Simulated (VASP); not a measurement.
# K2LiCuF6 (Fm-3m) in VASP: single point with LDA+U

Aim: the single point of K2LiCuF6 with LDA+U.

Program: VASP 6.6.1. These are calculated values, not measurements. Logs are shortened: lines on timing, memory, paths and dates and some standing lists are left out, and cuts for length are marked.

### Step 1. The cell of the first run

The structure is cubic, space group Fm-3m (No. 225). The conventional cell has a = 8.100 Å, b = 8.100 Å, c = 8.100 Å, α = 90.00°, β = 90.00°, γ = 90.00°. Within 3.8 Å of K (site symmetry -43m) lie 12 F at 2.86 Å and 4 Li at 3.51 Å and 4 Cu at 3.51 Å. Within 2.8 Å of Li (site symmetry m-3m) lie 6 F at 2.11 Å. Cu (site symmetry m-3m) has 6 F at 1.94 Å within 2.6 Å. Within 2.6 Å of F (site symmetry 4mm) lie 1 Cu at 1.94 Å and 1 Li at 2.11 Å.

### Step 2. Single point, LDA+U

INCAR reads:

```
SYSTEM = K2LiCuF6
  PREC = Accurate
  ENCUT = 520
  EDIFF = 1E-6
  ISMEAR = 0
  SIGMA = 0.3
  LREAL = .False.
  LASPH = .True.
  NELM = 150
  ALGO = Normal
  ISIF = 2
  LWAVE = .False.
  LCHARG = .False.
  LMAXMIX = 4
  LDAU = .True.
  LDAUTYPE = 2
  LDAUL = -1 -1 2 -1
  LDAUU = 0 0 4 0
  LDAUJ = 0 0 0 0
  LDAUPRINT = 1
  GGA = CA
  NBANDS = 48
```

KPOINTS reads:

```
Automatic mesh
0
Gamma
  3 3 3
  0 0 0
```

POSCAR reads:

```
K2LiCuF6
1.0
    0.0000000000      4.0498460000      4.0498460000
    4.0498460000      0.0000000000      4.0498460000
    4.0498460000      4.0498460000      0.0000000000
K Li Cu F
2 1 1 6
Direct
    0.2500000000      0.2500000000      0.2500000000
    0.7500000000      0.7500000000      0.7500000000
    0.5000000000      0.5000000000      0.5000000000
    0.0000000000      0.0000000000      0.0000000000
    0.7604930000      0.2395070000      0.2395070000
    0.2395070000      0.7604930000      0.7604930000
    0.2395070000      0.7604930000      0.2395070000
    0.7604930000      0.2395070000      0.7604930000
    0.2395070000      0.2395070000      0.7604930000
    0.7604930000      0.7604930000      0.2395070000
```

Potentials or basis: VASP PAW LDA potentials, release 64 (K_sv, Li_sv, Cu, F).

Command:

```console
cat potpaw_LDA.64/K_sv/POTCAR potpaw_LDA.64/Li_sv/POTCAR potpaw_LDA.64/Cu/POTCAR potpaw_LDA.64/F/POTCAR > POTCAR
mpirun -np 1 vasp_std > vasp.out
```

OUTCAR:

```text
SYSTEM = K2LiCuF6
   PREC = Accurate
   ENCUT = 520
   EDIFF = 1E-6
   ISMEAR = 0
   LREAL = .False.
   LASPH = .True.
   NELM = 150
   ISIF = 2
   GGA = CA

 ion  position               nearest neighbor table
   1  0.250  0.250  0.250-
   2  0.750  0.750  0.750-
   3  0.500  0.500  0.500-   5 2.11   6 2.11   7 2.11   8 2.11   9 2.11  10 2.11
   4  0.000  0.000  0.000-   5 1.94   6 1.94   7 1.94   8 1.94   9 1.94  10 1.94
   5  0.760  0.240  0.240-   4 1.94   3 2.11
   6  0.240  0.760  0.760-   4 1.94   3 2.11
   7  0.240  0.760  0.240-   4 1.94   3 2.11
   8  0.760  0.240  0.760-   4 1.94   3 2.11
   9  0.240  0.240  0.760-   4 1.94   3 2.11
  10  0.760  0.760  0.240-   4 1.94   3 2.11

  LATTYP: Found a face centered cubic cell.
 ALAT       =     8.0996920000

  Lattice vectors:

 A1 = (   0.0000000000,   4.0498460000,   4.0498460000)
 A2 = (   4.0498460000,   0.0000000000,   4.0498460000)
 A3 = (   4.0498460000,   4.0498460000,   0.0000000000)

Analysis of symmetry for initial positions (statically):
=====================================================================
 Subroutine PRICEL returns:
 Original cell was already a primitive cell.

 Routine SETGRP: Setting up the symmetry group for a
 face centered cubic supercell.

 Subroutine GETGRP returns: Found 48 space group operations
 (whereof 48 operations were pure point group operations)
 out of a pool of 48 trial point group operations.

The static configuration has the point symmetry O_h .

Analysis of symmetry for dynamics (positions and initial velocities):
=====================================================================
 Subroutine PRICEL returns:
 Original cell was already a primitive cell.

 Routine SETGRP: Setting up the symmetry group for a
 face centered cubic supercell.

 Subroutine GETGRP returns: Found 48 space group operations
 (whereof 48 operations were pure point group operations)
 out of a pool of 48 trial point group operations.

The dynamic configuration has the point symmetry O_h .

 Subroutine INISYM returns: Found 48 space group operations
 (whereof 48 operations are pure point group operations),
 and found     1 'primitive' translations

----------------------------------------------------------------------------------------

                                     Primitive cell

  volume of cell :     132.8451

  direct lattice vectors                    reciprocal lattice vectors
     0.000000000  4.049846000  4.049846000    -0.123461485  0.123461485  0.123461485
     4.049846000  0.000000000  4.049846000     0.123461485 -0.123461485  0.123461485
     4.049846000  4.049846000  0.000000000     0.123461485  0.123461485 -0.123461485

  length of vectors
     5.727347139  5.727347139  5.727347139     0.213841564  0.213841564  0.213841564

  position of ions in fractional coordinates (direct lattice)
     0.250000000  0.250000000  0.250000000
     0.750000000  0.750000000  0.750000000
     0.500000000  0.500000000  0.500000000
     0.000000000  0.000000000  0.000000000
     0.760493000  0.239507000  0.239507000
     0.239507000  0.760493000  0.760493000
     0.239507000  0.760493000  0.239507000
     0.760493000  0.239507000  0.760493000
     0.239507000  0.239507000  0.760493000
     0.760493000  0.760493000  0.239507000

  ion indices of the primitive-cell ions
   primitive index   ion index
                 1           1
                 2           2
                 3           3
                 4           4
                 5           5
                 6           6
                 7           7
                 8           8
                 9           9
                10          10

----------------------------------------------------------------------------------------
[... 49 lines left out ...]
   EDIFF  = 0.1E-05   stopping-criterion for ELM
   LREAL  =      F    real-space projection
   EDIFFG = 0.1E-04   stopping-criterion for IOM
   NSW    =      0    number of steps for IOM
   IBRION =     -1    ionic relax: 0-MD 1-quasi-New 2-CG
   NFREE  =      0    steps in history (QN), initial steepest desc. (CG)
   ISIF   =      2    stress and relaxation
   ISYM   =      2    0-nonsym 1-usesym 2-fastsym
   POTIM  = 0.5000    time-step for ionic-motion
   TEBEG  =    0.0;   TEEND  =   0.0 temperature during run
   PSTRESS=    0.0 pullay stress
   NELECT =      74.0000    total number of electrons
   NUPDOWN=      -1.0000    fix difference up-down
   EMIN   =  10.00;   EMAX   =-10.00  energy-range for DOS
   EFERMI =   0.00;   METHOD = LEGACY
   ISMEAR =     0;   SIGMA  =   0.30  broadening in eV -4-tet -1-fermi 0-gaus
   EFERMI_NEDOS =   21; number of points for ismear=-14 and -15
   IALGO  =     38    algorithm
   IMIX   =      4    mixing-type and parameters
     AMIX     =   0.40;   BMIX     =  1.00
     AMIX_MAG =   1.60;   BMIX_MAG =  1.00
  volume/ion in A,a.u.               =      13.28        89.65
  Fermi-wavevector in a.u.,A,eV,Ry     =   1.347008  2.545476 24.686833  1.814431
  Thomas-Fermi vector in A             =   2.474794
   LORBIT       =      0    0 simple, 1 ext, 2 COOP (PROOUT), +10 PAW based schemes
 LDA+U is selected, type is set to LDAUTYPE =  2
   angular momentum for each species LDAUL =    -1   -1    2   -1
   U (eV)           for each species LDAUU =   0.0  0.0  4.0  0.0
   J (eV)           for each species LDAUJ =   0.0  0.0  0.0  0.0
   GGA     = CA    functional components
   LHFCALC =     F    Hartree Fock is set to
   AEXX    =    0.0000 exact exchange contribution
   IVDW    =     0    specifies the selected vdW correction
   LEPSILON=     F    determine dielectric tensor
   LRPA    =     F    only Hartree local field effects (RPA)
 non-spin polarized calculation
 Gauss-broadening in eV      SIGMA  =   0.30
  energy-cutoff  :      520.00
  volume of cell :      132.85
 maximum number of plane-waves:      3585
 NGX is ok and might be reduce to    42
   NGX = 21   NGY = 21   NGZ = 21

atom =   4  type =  3  l = 2

 onsite density matrix

spin component  1

  0.9811  0.0000  0.0000 -0.0000  0.0000
  0.0000  0.9811  0.0000 -0.0000 -0.0000
  0.0000  0.0000  0.7886 -0.0000 -0.0000
 -0.0000 -0.0000 -0.0000  0.9811  0.0000
  0.0000 -0.0000 -0.0000  0.0000  0.7886

spin component  2

  0.9811  0.0000  0.0000 -0.0000  0.0000
  0.0000  0.9811  0.0000 -0.0000 -0.0000
  0.0000  0.0000  0.7886 -0.0000 -0.0000
 -0.0000 -0.0000 -0.0000  0.9811  0.0000
  0.0000 -0.0000 -0.0000  0.0000  0.7886

 occupancies and eigenvectors

  o =  0.7886  v =  0.0000 -0.0000 -0.9998  0.0000 -0.0219  0.0000  0.0000  0.0000  0.0000  0.0000      0.0000  0.0000  0.0000  0.0000  0.0000  0.0000  0.0000  0.0000  0.0000  0.0000
  o =  0.7886  v =  0.0000  0.0000  0.0000  0.0000  0.0000  0.0000 -0.0000 -0.9998  0.0000 -0.0219      0.0000  0.0000  0.0000  0.0000  0.0000  0.0000  0.0000  0.0000  0.0000  0.0000
  o =  0.7886  v =  0.0000 -0.0000 -0.0219  0.0000  0.9998  0.0000  0.0000  0.0000  0.0000  0.0000      0.0000  0.0000  0.0000  0.0000  0.0000  0.0000  0.0000  0.0000  0.0000  0.0000
  o =  0.7886  v =  0.0000  0.0000  0.0000  0.0000  0.0000  0.0000 -0.0000 -0.0219  0.0000  0.9998      0.0000  0.0000  0.0000  0.0000  0.0000  0.0000  0.0000  0.0000  0.0000  0.0000
  o =  0.9811  v =  0.0000 -1.0000  0.0000 -0.0096 -0.0000  0.0000  0.0000  0.0000  0.0000  0.0000      0.0000  0.0000  0.0000  0.0000  0.0000  0.0000  0.0000  0.0000  0.0000  0.0000
  o =  0.9811  v =  0.0000  0.0000  0.0000  0.0000  0.0000  0.0000 -1.0000  0.0000 -0.0096 -0.0000      0.0000  0.0000  0.0000  0.0000  0.0000  0.0000  0.0000  0.0000  0.0000  0.0000
  o =  0.9811  v =  0.0000  0.0000  0.0000  0.0000  0.0000  0.0000 -0.0096  0.0000  1.0000 -0.0000      0.0000  0.0000  0.0000  0.0000  0.0000  0.0000  0.0000  0.0000  0.0000  0.0000
  o =  0.9811  v =  0.0000 -0.0096  0.0000  1.0000 -0.0000  0.0000  0.0000  0.0000  0.0000  0.0000      0.0000  0.0000  0.0000  0.0000  0.0000  0.0000  0.0000  0.0000  0.0000  0.0000
  o =  0.9811  v =  1.0000  0.0000  0.0000  0.0000  0.0000  0.0000  0.0000  0.0000  0.0000  0.0000      0.0000  0.0000  0.0000  0.0000  0.0000  0.0000  0.0000  0.0000  0.0000  0.0000
  o =  0.9811  v =  0.0000  0.0000  0.0000  0.0000  0.0000  1.0000  0.0000  0.0000  0.0000  0.0000      0.0000  0.0000  0.0000  0.0000  0.0000  0.0000  0.0000  0.0000  0.0000  0.0000

 number of electron      73.9999974 magnetization

 Free energy of the ion-electron system (eV)
  ---------------------------------------------------
  ext. energy  EPLUGINS =         0.00000000
  ---------------------------------------------------
  free energy    TOTEN  =       -44.72997198 eV

  energy without entropy =      -44.44490656  energy(sigma->0) =      -44.58743927

 E-fermi :  -1.4689     XC(G=0): -10.1448

 val. band max:       -1.6067243855   @ k =  -0.3333   0.3333   0.0000
 cond. band min:      -1.4268478440   @ k =   0.3333   0.0000   0.0000
 fundamental gap:      0.1798765414
 Fermi energy:        -1.4688744564

 k-point     1 :       0.0000    0.0000    0.0000
  band No.  band energies     occupation
      1     -43.0104      2.00000
      2     -27.5105      2.00000
      3     -27.4557      2.00000
      4     -22.2327      2.00000
      5     -21.7543      2.00000
      6     -21.7543      2.00000
[... 193 lines left out ...]
     47      10.1743      0.00000
     48      10.3337      0.00000

------------------------ aborting loop because EDIFF is reached ----------------------------------------

  FORCE on cell =-STRESS in cart. coord.  units (eV):
  Direction    XX          YY          ZZ          XY          YZ          ZX
  --------------------------------------------------------------------------------------
  -------------------------------------------------------------------------------------
  Total       -6.7655036     -6.7655036     -6.7655036     -0.0000000      0.0000000     -0.0000000
  in kB      -81.5953088    -81.5953088    -81.5953088     -0.0000000      0.0000000     -0.0000000
  external PRESSURE =     -81.5953088 kB  Pullay stress =       0.0000000 kB

 VOLUME and BASIS-vectors are now :
 -----------------------------------------------------------------------------
  energy-cutoff  :      520.00
  volume of cell :      132.85
      direct lattice vectors                 reciprocal lattice vectors
     0.000000000  4.049846000  4.049846000    -0.123461485  0.123461485  0.123461485
     4.049846000  0.000000000  4.049846000     0.123461485 -0.123461485  0.123461485
     4.049846000  4.049846000  0.000000000     0.123461485  0.123461485 -0.123461485

 POSITION                                       TOTAL-FORCE (eV/Angst)
 -----------------------------------------------------------------------------------
      2.02492      2.02492      2.02492        -0.000000      0.000000     -0.000000
      6.07477      6.07477      6.07477        -0.000000      0.000000      0.000000
      4.04985      4.04985      4.04985        -0.000000      0.000000      0.000000
      0.00000      0.00000      0.00000        -0.000000      0.000000      0.000000
      1.93993      4.04985      4.04985        -0.365327      0.000000      0.000000
      6.15976      4.04985      4.04985         0.365327      0.000000      0.000000
      4.04985      1.93993      4.04985        -0.000000     -0.365327      0.000000
      4.04985      6.15976      4.04985        -0.000000      0.365327      0.000000
      4.04985      4.04985      1.93993        -0.000000      0.000000     -0.365327
      4.04985      4.04985      6.15976        -0.000000      0.000000      0.365327
 -----------------------------------------------------------------------------------
    total drift:                                0.000000      0.000000      0.000000

  FREE ENERGIE OF THE ION-ELECTRON SYSTEM (eV)
  ---------------------------------------------------
  free  energy   TOTEN  =       -44.7299719806 eV

  energy  without entropy=      -44.4449065619  energy(sigma->0) =      -44.58743927
```

Wall time 1.7 min (1 thread of AMD EPYC 7R13, shared host); peak memory 0.23 GiB.

Results:

| Property | Result |
| --- | --- |
| Free energy | -44.7300 eV |
| Largest force | 0.365 eV/Å |
| Band gap on the k mesh | zero (bands 37 and 38 overlap by 0.17 eV) |

Forces in eV/Å, atoms in the order of the input:
```
K    0.000  0.000  0.000
K    0.000  0.000  0.000
Li   0.000  0.000  0.000
Cu   0.000  0.000  0.000
F   -0.365  0.000  0.000
F    0.365  0.000  0.000
F    0.000 -0.365  0.000
F    0.000  0.365  0.000
F    0.000  0.000 -0.365
F    0.000  0.000  0.365
```

Eigenvalues of the final occupation matrices:
```csv
site,spin,trace,eigenvalues
site 4 d,1,4.52,0.79 0.79 0.98 0.98 0.98
site 4 d,2,4.52,0.79 0.79 0.98 0.98 0.98
```

Caveat: the k points lie up to 0.45 Å⁻¹ apart; the cutoff is under 1.25 times the usual one of these potentials, so pressure, stress and relaxed cells hold a basis-set (Pulay) error; so wide a smearing shifts energies and pressures; U without spin polarisation on a metal has little footing.
